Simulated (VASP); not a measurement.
Input of a VASP 6.6.1 run:

INCAR

```
ALGO = Normal
DIPOL = 0.5 0.5 0.500
EDIFF = 1E-7
ENCUT = 520
GGA = PE
IDIPOL = 3
ISIF = 2
ISMEAR = -1
LASPH = T
LCHARG = F
LDIPOL = T
LREAL = F
LWAVE = F
NBANDS = 16
NELM = 100
PREC = Accurate
SIGMA = 0.02
```

Contents of KPOINTS:

```
k-points
0
Gamma
  9 9 1
```

Contents of POSCAR:

```
Si
1.0
    3.8685410222      0.0000000000      0.0000000000
   -1.9342705111      3.3502548008      0.0000000000
    0.0000000000      0.0000000000     12.8495000000
Si
4
Direct
    0.1666666667      0.3333333333      0.3502097737
    0.5000000000      1.0000000000      0.4016452942
    0.5000000000      1.0000000000      0.5983548552
    0.8333333333      0.6666666667      0.6497902263
```

Potentials or basis: VASP PAW PBE potentials, release 64 (Si).

The run is started by

```bash
$ cat potpaw_PBE.64/Si/POTCAR > POTCAR
$ mpirun -np 1 vasp_std > vasp.out
```

(1) What does it give for the band gap on the k mesh?

(2) What does it give for the largest force?

## Answers

(1) zero (filled and empty bands touch).

(2) 0.014 eV/Å.
